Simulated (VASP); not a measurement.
# Ir4Ru (P6_3/mmc) in VASP: further runs

Ir4Ru is run at these levels: PBE; tasks: single point, relaxation of cell and atoms.

Program: VASP 6.6.1. These are calculated values, not measurements. Logs are shortened: lines on timing, memory, paths and dates and some standing lists are left out, and cuts for length are marked.

### 1 The cell of the first run

Symmetry: P6_3/mmc, No. 194, hexagonal system. Conventional cell: a = 2.719 Å, b = 2.719 Å, c = 21.942 Å, α = 90.00°, β = 90.00°, γ = 120.00°. Within 3.6 Å of Ru (site symmetry -6m2) lie 6 Ir at 2.70 Å and 6 Ru at 2.72 Å. Within 3.6 Å of Ir (site symmetry 3m) lie 12 Ir at 2.70 to 2.72 Å. Ir (site symmetry 3m) has 3 Ru at 2.70 Å and 9 Ir at 2.70 to 2.72 Å within 3.6 Å.

### 2 Single point, PBE

Contents of INCAR:

```
PREC = Accurate ; ENCUT = 520
EDIFF = 1E-6 ; ISMEAR = 0
SIGMA = 0.1 ; LREAL = False
LASPH = True ; NELM = 80
ALGO = Fast ; ISIF = 2
LWAVE = False ; LCHARG = False
GGA = PE ; NBANDS = 61
```

Contents of KPOINTS:

```
regular mesh
0
Gamma
  6 6 1
```

Contents of POSCAR:

```
Ir4Ru
1.0
    2.7188851300      0.0000000000      0.0000000000
   -1.3594425600      2.3546235900      0.0000000000
    0.0000000000      0.0000000000     21.9415953000
Ru Ir
2 8
Direct
    0.3333333300      0.6666666700      0.7500000000
    0.6666666700      0.3333333300      0.2500000000
    0.3333333300      0.6666666700      0.9500000000
    0.3333333300      0.6666666700      0.1500000000
    0.3333333300      0.6666666700      0.3500000000
    0.3333333300      0.6666666700      0.5500000000
    0.6666666700      0.3333333300      0.0500000000
    0.6666666700      0.3333333300      0.4500000000
    0.6666666700      0.3333333300      0.6500000000
    0.6666666700      0.3333333300      0.8500000000
```

Potentials or basis: VASP PAW PBE potentials, release 64 (Ru_pv, Ir).

The run is started by

```
> cat potpaw_PBE.64/Ru_pv/POTCAR potpaw_PBE.64/Ir/POTCAR > POTCAR
> mpirun -np 1 vasp_std > vasp.out
```

OUTCAR:

```text
PREC = Accurate
   ENCUT = 520
   EDIFF = 1E-6
   ISMEAR = 0
   LREAL = False
   LASPH = True
   NELM = 80
   ISIF = 2
   GGA = PE

 ion  position               nearest neighbor table
   1  0.333  0.667  0.750-   9 2.70  10 2.70   9 2.70  10 2.70   9 2.70  10 2.70
   2  0.667  0.333  0.250-   4 2.70   5 2.70   4 2.70   5 2.70   4 2.70   5 2.70
   3  0.333  0.667  0.950-   7 2.70  10 2.70   7 2.70  10 2.70   7 2.70  10 2.70
   4  0.333  0.667  0.150-   2 2.70   7 2.70   2 2.70   7 2.70   2 2.70   7 2.70
   5  0.333  0.667  0.350-   2 2.70   8 2.70   2 2.70   8 2.70   2 2.70   8 2.70
   6  0.333  0.667  0.550-   8 2.70   9 2.70   8 2.70   9 2.70   8 2.70   9 2.70
   7  0.667  0.333  0.050-   3 2.70   4 2.70   3 2.70   4 2.70   3 2.70   4 2.70
   8  0.667  0.333  0.450-   6 2.70   5 2.70   6 2.70   5 2.70   6 2.70   5 2.70
   9  0.667  0.333  0.650-   1 2.70   6 2.70   1 2.70   6 2.70   1 2.70   6 2.70
  10  0.667  0.333  0.850-   1 2.70   3 2.70   1 2.70   3 2.70   1 2.70   3 2.70

  LATTYP: Found a hexagonal cell.
 ALAT       =     2.7188851300
 C/A-ratio  =     8.0700707279

  Lattice vectors:

 A1 = (   2.7188851300,   0.0000000000,   0.0000000000)
 A2 = (  -1.3594425600,   2.3546235900,   0.0000000000)
 A3 = (   0.0000000000,   0.0000000000,  21.9415953000)

Analysis of symmetry for initial positions (statically):
=====================================================================
 Subroutine PRICEL returns:
 Original cell was already a primitive cell.

 Routine SETGRP: Setting up the symmetry group for a
 hexagonal supercell.

 Subroutine GETGRP returns: Found 24 space group operations
 (whereof 12 operations were pure point group operations)
 out of a pool of 24 trial point group operations.

The static configuration has the point symmetry D_3d.
 The point group associated with its full space group is D_6h.

Analysis of symmetry for dynamics (positions and initial velocities):
=====================================================================
 Subroutine PRICEL returns:
 Original cell was already a primitive cell.

 Routine SETGRP: Setting up the symmetry group for a
 hexagonal supercell.

 Subroutine GETGRP returns: Found 24 space group operations
 (whereof 12 operations were pure point group operations)
 out of a pool of 24 trial point group operations.

The dynamic configuration has the point symmetry D_3d.
 The point group associated with its full space group is D_6h.

 Subroutine INISYM returns: Found 24 space group operations
 (whereof 12 operations are pure point group operations),
 and found     1 'primitive' translations

----------------------------------------------------------------------------------------

                                     Primitive cell

  volume of cell :     140.4690

  direct lattice vectors                    reciprocal lattice vectors
     2.718885130  0.000000000  0.000000000     0.367797811  0.212348165  0.000000000
    -1.359442560  2.354623590  0.000000000     0.000000000  0.424696331  0.000000000
     0.000000000  0.000000000 21.941595300     0.000000000  0.000000000  0.045575538

  length of vectors
     2.718885130  2.718885125 21.941595300     0.424696330  0.424696331  0.045575538

  position of ions in fractional coordinates (direct lattice)
     0.333333330  0.666666670  0.750000000
     0.666666670  0.333333330  0.250000000
     0.333333330  0.666666670  0.950000000
     0.333333330  0.666666670  0.150000000
     0.333333330  0.666666670  0.350000000
     0.333333330  0.666666670  0.550000000
     0.666666670  0.333333330  0.050000000
     0.666666670  0.333333330  0.450000000
     0.666666670  0.333333330  0.650000000
     0.666666670  0.333333330  0.850000000

  ion indices of the primitive-cell ions
   primitive index   ion index
                 1           1
                 2           2
                 3           3
                 4           4
                 5           5
                 6           6
                 7           7
                 8           8
                 9           9
                10          10

----------------------------------------------------------------------------------------

 KPOINTS: regular mesh

Automatic generation of k-mesh.
 Grid dimensions read from file:
 generate k-points for:    6    6    1

 Generating k-lattice:

  Cartesian coordinates                     Fractional coordinates (reciprocal lattice)
     0.061299635  0.035391361  0.000000000     0.166666667  0.000000000  0.000000000
     0.000000000  0.070782722  0.000000000     0.000000000  0.166666667  0.000000000
     0.000000000  0.000000000  0.045575538     0.000000000  0.000000000  1.000000000

  Length of vectors
     0.070782722  0.070782722  0.045575538

  Shift w.r.t. Gamma in fractional coordinates (k-lattice)
     0.000000000  0.000000000  0.000000000

 Subroutine IBZKPT returns following result:
 ===========================================

 Found      7 irreducible k-points:

 Following reciprocal coordinates:
            Coordinates               Weight
  0.000000  0.000000  0.000000      1.000000
  0.166667  0.000000  0.000000      6.000000
  0.333333 -0.000000  0.000000      6.000000
  0.500000 -0.000000  0.000000      3.000000
  0.166667  0.166667  0.000000      6.000000
  0.333333  0.166667  0.000000     12.000000
  0.333333  0.333333  0.000000      2.000000
   k-points           NKPTS =      7   k-points in BZ     NKDIM =      7   number of bands    NBANDS=     61
   number of dos      NEDOS =    301   number of ions     NIONS =     10
   total plane-waves  NPLWV =  67200
   dimension x,y,z NGX =    20 NGY =   20 NGZ =  168
   dimension x,y,z NGXF=    40 NGYF=   40 NGZF=  336
   ions per type =               2   8
   NGX,Y,Z   is equivalent  to a cutoff of  12.23, 12.23, 12.73 a.u.
   NGXF,Y,Z  is equivalent  to a cutoff of  24.46, 24.46, 25.46 a.u.
 SYSTEM =  unknown system
   PREC   = accura    normal or accurate (medium, high low for compatibility)
   ISTART =      0    job   : 0-new  1-cont  2-samecut
   ICHARG =      2    charge: 1-file 2-atom 10-const
   ISPIN  =      1    spin polarized calculation?
   LNONCOLLINEAR =      F non collinear calculations
   LSORBIT =      F    spin-orbit coupling
   LASPH  =      T    aspherical Exc in radial PAW
   ENCUT  =  520.0 eV  38.22 Ry    6.18 a.u.   5.06  5.06 40.80*2*pi/ulx,y,z
   NELM   =     80;   NELMIN=  2; NELMDL= -5     # of ELM steps
   EDIFF  = 0.1E-05   stopping-criterion for ELM
   LREAL  =      F    real-space projection
[... 7 lines left out ...]
   TEBEG  =    0.0;   TEEND  =   0.0 temperature during run
   PSTRESS=    0.0 pullay stress
   NELECT =     100.0000    total number of electrons
   NUPDOWN=      -1.0000    fix difference up-down
   EMIN   =  10.00;   EMAX   =-10.00  energy-range for DOS
   EFERMI =   0.00;   METHOD = LEGACY
   ISMEAR =     0;   SIGMA  =   0.10  broadening in eV -4-tet -1-fermi 0-gaus
   EFERMI_NEDOS =   21; number of points for ismear=-14 and -15
   IALGO  =     68    algorithm
   IMIX   =      4    mixing-type and parameters
     AMIX     =   0.40;   BMIX     =  1.00
     AMIX_MAG =   1.60;   BMIX_MAG =  1.00
  volume/ion in A,a.u.               =      14.05        94.79
  Fermi-wavevector in a.u.,A,eV,Ry     =   1.461778  2.762359 29.072846  2.136794
  Thomas-Fermi vector in A             =   2.578069
   LORBIT       =      0    0 simple, 1 ext, 2 COOP (PROOUT), +10 PAW based schemes
   GGA     = PE    functional components
   LHFCALC =     F    Hartree Fock is set to
   AEXX    =    0.0000 exact exchange contribution
   IVDW    =     0    specifies the selected vdW correction
   LEPSILON=     F    determine dielectric tensor
   LRPA    =     F    only Hartree local field effects (RPA)
 non-spin polarized calculation
 RMM-DIIS sequential band-by-band and
 Gauss-broadening in eV      SIGMA  =   0.10
  energy-cutoff  :      520.00
  volume of cell :      140.47
 maximum number of plane-waves:      3813
   NGX = 11   NGY = 11   NGZ = 81

 number of electron     100.0000005 magnetization

 Free energy of the ion-electron system (eV)
  ---------------------------------------------------
  ext. energy  EPLUGINS =         0.00000000
  ---------------------------------------------------
  free energy    TOTEN  =       -88.44448619 eV

  energy without entropy =      -88.36600208  energy(sigma->0) =      -88.40524413

 E-fermi :  10.9557     XC(G=0): -14.0055

 val. band max:       10.9466160743   @ k =   0.1667   0.1667   0.0000
 cond. band min:      10.9833616729   @ k =   0.1667   0.1667   0.0000
 fundamental gap:      0.0367455986
 Fermi energy:        10.9556677286

 k-point     1 :       0.0000    0.0000    0.0000
  band No.  band energies     occupation
      1     -32.4502      2.00000
      2     -32.4502      2.00000
      3     -31.9647      2.00000
      4     -31.9647      2.00000
      5     -31.9647      2.00000
      6     -31.9647      2.00000
[... 53 lines left out ...]
     60      11.4473      0.00000
     61      11.4708      0.00000

 k-point     2 :       0.1667    0.0000    0.0000
  band No.  band energies     occupation
      1     -32.4249      2.00000
      2     -32.4249      2.00000
      3     -32.1442      2.00000
      4     -32.1442      2.00000
      5     -32.0069      2.00000
      6     -32.0069      2.00000
[... 53 lines left out ...]
     60      11.6533      0.00000
     61      11.8182      0.00000

 k-point     3 :       0.3333   -0.0000    0.0000
  band No.  band energies     occupation
      1     -32.4933      2.00000
      2     -32.4933      2.00000
      3     -32.3743      2.00000
      4     -32.3742      2.00000
      5     -32.0906      2.00000
      6     -32.0906      2.00000
[... 53 lines left out ...]
     60      11.8570      0.00000
     61      12.0317      0.00000

 k-point     4 :       0.5000   -0.0000    0.0000
  band No.  band energies     occupation
      1     -32.6632      2.00000
      2     -32.6632      2.00000
      3     -32.3488      2.00000
      4     -32.3488      2.00000
      5     -32.1320      2.00000
      6     -32.1320      2.00000
[... 53 lines left out ...]
     60      13.4184      0.00000
     61      14.0029      0.00000

 k-point     5 :       0.1667    0.1667    0.0000
  band No.  band energies     occupation
      1     -32.3870      2.00000
      2     -32.3869      2.00000
      3     -32.3738      2.00000
      4     -32.3738      2.00000
      5     -32.1045      2.00000
      6     -32.1045      2.00000
[... 53 lines left out ...]
     60      11.7597      0.00000
     61      11.7841      0.00000

 k-point     6 :       0.3333    0.1667    0.0000
  band No.  band energies     occupation
      1     -32.5755      2.00000
      2     -32.5755      2.00000
      3     -32.3488      2.00000
      4     -32.3488      2.00000
      5     -32.2247      2.00000
      6     -32.2247      2.00000
[... 53 lines left out ...]
     60      14.0752      0.00000
     61      14.3076      0.00000

 k-point     7 :       0.3333    0.3333    0.0000
  band No.  band energies     occupation
      1     -32.4574      2.00000
      2     -32.4574      2.00000
      3     -32.4534      2.00000
      4     -32.4534      2.00000
      5     -32.3361      2.00000
      6     -32.3361      2.00000
[... 53 lines left out ...]
     60      16.0685      0.00000
     61      16.6897      0.00000

------------------------ aborting loop because EDIFF is reached ----------------------------------------

  FORCE on cell =-STRESS in cart. coord.  units (eV):
  Direction    XX          YY          ZZ          XY          YZ          ZX
  --------------------------------------------------------------------------------------
  -------------------------------------------------------------------------------------
  Total       12.2386113     12.2386113      2.9098726      0.0000000      0.0000000      0.0000000
  in kB      139.5925282    139.5925279     33.1897523      0.0000003      0.0000000      0.0000000
  external PRESSURE =     104.1249361 kB  Pullay stress =       0.0000000 kB

 VOLUME and BASIS-vectors are now :
 -----------------------------------------------------------------------------
  energy-cutoff  :      520.00
  volume of cell :      140.47
      direct lattice vectors                 reciprocal lattice vectors
     2.718885130  0.000000000  0.000000000     0.367797811  0.212348165  0.000000000
    -1.359442560  2.354623590  0.000000000     0.000000000  0.424696331  0.000000000
     0.000000000  0.000000000 21.941595300     0.000000000  0.000000000  0.045575538

 POSITION                                       TOTAL-FORCE (eV/Angst)
 -----------------------------------------------------------------------------------
     -0.00000      1.56975     16.45620         0.000000     -0.000000      0.000000
      1.35944      0.78487      5.48540        -0.000000      0.000000      0.000000
     -0.00000      1.56975     20.84452         0.000000     -0.000000      0.104910
     -0.00000      1.56975      3.29124        -0.000000     -0.000000      0.795692
     -0.00000      1.56975      7.67956        -0.000000     -0.000000     -0.795692
     -0.00000      1.56975     12.06788         0.000000     -0.000000     -0.104910
      1.35944      0.78487      1.09708        -0.000000     -0.000000     -0.104910
      1.35944      0.78487      9.87372        -0.000000      0.000000      0.104910
      1.35944      0.78487     14.26204         0.000000      0.000000      0.795692
      1.35944      0.78487     18.65036         0.000000     -0.000000     -0.795692
 -----------------------------------------------------------------------------------
    total drift:                               -0.000006      0.000003     -0.000001

  FREE ENERGIE OF THE ION-ELECTRON SYSTEM (eV)
  ---------------------------------------------------
  free  energy   TOTEN  =       -88.4444861899 eV

  energy  without entropy=      -88.3660020777  energy(sigma->0) =      -88.40524413
```

It took 5.2 min on 1 thread of Intel Xeon Platinum 8488C (Sapphire Rapids), shared host; peak memory 0.27 GiB.

What came out:

- Free energy: -88.4445 eV
- Pressure: 10.4 GPa
- Largest force: 0.796 eV/Å
- Band gap on the k mesh: zero (bands 50 and 51 overlap by 2.78 eV)

Forces on the atoms (eV/Å):
```
Ru   0.000  0.000  0.000
Ru   0.000  0.000  0.000
Ir   0.000  0.000  0.105
Ir   0.000  0.000  0.796
Ir   0.000  0.000 -0.796
Ir   0.000  0.000 -0.105
Ir   0.000  0.000 -0.105
Ir   0.000  0.000  0.105
Ir   0.000  0.000  0.796
Ir   0.000  0.000 -0.796
```

Caveat: the k points lie up to 0.44 Å⁻¹ apart, too coarse for converged energies and pressures of a metal; spin-orbit coupling is left out, which moves the levels of the heavy elements.

### 3 Single point, PBE

This run uses another cell than the first one, of 14.44 Å³/atom.

Contents of INCAR:

```
SYSTEM = Ir4Ru
PREC = Accurate
ENCUT = 520
EDIFF = 1E-7
ISMEAR = 0
SIGMA = 0.1
LREAL = .FALSE.
LASPH = .TRUE.
NELM = 100
ALGO = Normal
ISIF = 2
LWAVE = .FALSE.
LCHARG = .FALSE.
GGA = PE
NBANDS = 61
```

Contents of KPOINTS:

```
Automatic mesh
0
G
  6 6 1
  0 0 0
```

Contents of POSCAR:

```
Ir4Ru
1.0
    2.7661270700     -0.0000000029      0.0000000000
   -1.3830635324      2.3955363142      0.0000000000
    0.0000000000      0.0000000000     21.7843283739
Ru Ir
2 8
Direct
    0.3333333333      0.6666666667      0.7500000000
    0.6666666667      0.3333333333      0.2500000000
    0.3333333333      0.6666666667      0.9496804873
    0.3333333333      0.6666666667      0.1522588712
    0.3333333333      0.6666666667      0.3477411288
    0.3333333333      0.6666666667      0.5503195127
    0.6666666667      0.3333333333      0.0503195127
    0.6666666667      0.3333333333      0.4496804873
    0.6666666667      0.3333333333      0.6522588712
    0.6666666667      0.3333333333      0.8477411288
```

Potentials or basis: VASP PAW PBE potentials, release 64 (Ru_pv, Ir).

The run is started by

```
> cat potpaw_PBE.64/Ru_pv/POTCAR potpaw_PBE.64/Ir/POTCAR > POTCAR
> mpirun -np 1 vasp_std > vasp.out
```

Wall time 2.6 min (1 thread of Intel Xeon Platinum 8488C (Sapphire Rapids), shared host); peak memory 0.31 GiB.

Results (log left out):

| Item | Value |
| --- | --- |
| Free energy | -88.7270 eV |
| Pressure | 0.3 GPa |
| Largest force | 0.023 eV/Å |
| Band gap on the k mesh | zero (bands 50 and 51 overlap by 2.52 eV) |

Forces on the atoms (eV/Å):
```
Ru   0.000  0.000  0.000
Ru   0.000  0.000  0.000
Ir   0.000  0.000  0.002
Ir   0.000  0.000  0.023
Ir   0.000  0.000 -0.023
Ir   0.000  0.000 -0.002
Ir   0.000  0.000 -0.002
Ir   0.000  0.000  0.002
Ir   0.000  0.000  0.023
Ir   0.000  0.000 -0.023
```

Levels at points of the mesh, in eV from the Fermi level:
```csv
k point,band 51,band 52,band 53,band 54,band 55,band 56
"(0.00, 0.00, 0.00)",-1.40,-0.75,-0.75,-0.72,-0.72,-0.10
"(0.50, 0.00, 0.00)",0.97,1.07,1.09,1.18,1.19,1.21
```

Caveat: the k points lie up to 0.44 Å⁻¹ apart, too coarse for converged energies and pressures of a metal; spin-orbit coupling is left out, which moves the levels of the heavy elements.

(Part 1 of 2 ends here.)
